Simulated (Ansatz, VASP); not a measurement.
## Two plane-wave programs on SnSe2

```xyz
3
Lattice="3.8825 0.0000 0.0000 -1.9413 3.3624 0.0000 0.0000 0.0000 6.1524" Properties=species:S:1:pos:R:3 pbc="T T T"
Sn    0.0000    0.0000    0.0000
Se    0.0000    2.2416    1.5581
Se    1.9413    1.1208    4.5943
```

Change from the starting cell: epitaxial_xy strain +1.5%.

Alike in both runs: task single point; functional r2SCAN; k mesh 12 × 12 × 4; no spin polarisation.

|  | VASP | Ansatz |
| --- | --- | --- |
| version | VASP 6.6.1 | Ansatz 0.2.0 |
| potentials or method | VASP PAW PBE potentials, release 64 (Sn_d, Se) | plane waves, PAW |
| plane-wave cutoff (eV) | 520 | 500 |
| occupations | gaussian, width 0.01 eV | fixed |
| valence electrons in the cell | 26 | 46 |

|  | VASP | Ansatz | Ansatz less VASP |
| --- | --- | --- | --- |
| gap on the k mesh at the Fermi level (eV) | 0.90 | 0.90 | 0.000 |
| pressure (GPa) | -0.3 | -0.4 | -0.04 |
| traceless stress, the component that is largest in VASP (GPa) | 1.16 | 1.17 | +0.009 |
| rms of the force components (eV/Å) | 0.010 | 0.015 | +0.0057 |

VASP's potentials were made for PBE, not for r2SCAN. Atom by atom the forces differ by 0.006 eV/Å (rms over components). VASP's potentials hold 26 valence electrons a cell and Ansatz's 46, so a difference there can come from the potentials and not from the codes.
